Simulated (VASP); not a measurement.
Write the native input for VASP 6.6.1 that does the following.

```yaml
Task: relaxation of cell and atoms
Functional: LDA
Potentials_or_basis: VASP PAW PBE potentials, release 64 (Lu)
Cutoff: 600 eV
k_mesh: 11 × 11 × 11
Occupations: fermi-dirac, width 0.1 eV
Spin: no spin polarisation
Dipole_correction: no
Further_INCAR_settings: ALGO = Normal; EDIFF = 1e-06; IBRION = 2; EDIFFG = -0.01; NSW = 80; ISIF = 3
```

The structure of Lu lies in POSCAR:

```
Lu
1.0
    0.0000000000      2.4523337552      2.4523337552
    2.4523337552      0.0000000000      2.4523337552
    2.4523337552      2.4523337552      0.0000000000
Lu
1
Direct
    0.0000000000      0.0000000000      0.0000000000
```

One way to write it, as run:

INCAR

```
PREC = Accurate
ENCUT = 600
EDIFF = 1E-6
ISMEAR = -1
SIGMA = 0.1
LREAL = F
LASPH = T
NELM = 100
ALGO = Normal
ISIF = 3
LWAVE = F
LCHARG = F
GGA = CA
IBRION = 2
NSW = 80
EDIFFG = -0.01
```

KPOINTS

```
regular mesh
0
Gamma
  11 11 11
```

Potentials or basis: VASP PAW PBE potentials, release 64 (Lu).

Run with:

```bash
$ cat potpaw_PBE.64/Lu/POTCAR > POTCAR
$ mpirun -np 1 vasp_std > vasp.out
```

It gave:

```yaml
Relaxed_volume: 25.79 Å³/atom
Relaxed_cell: a = 3.316 Å, b = 3.316 Å, c = 3.316 Å, α = 60.00°, β = 60.00°, γ = 60.00°
Space_group_after_relaxing_to_0.05_Å: Fm-3m (No. 225)
Energy_gained_by_relaxing: 70.9 meV/atom
Ionic_steps: 6
Pressure_after_relaxing: -0.1 GPa
```

Caveat: the PAW data sets were made with another functional, which shifts forces and pressure a little.

It took 80 s on 1 thread of AMD EPYC 9R45 96-Core Processor (Zen 5) (shared host), peak memory 0.15 GiB.
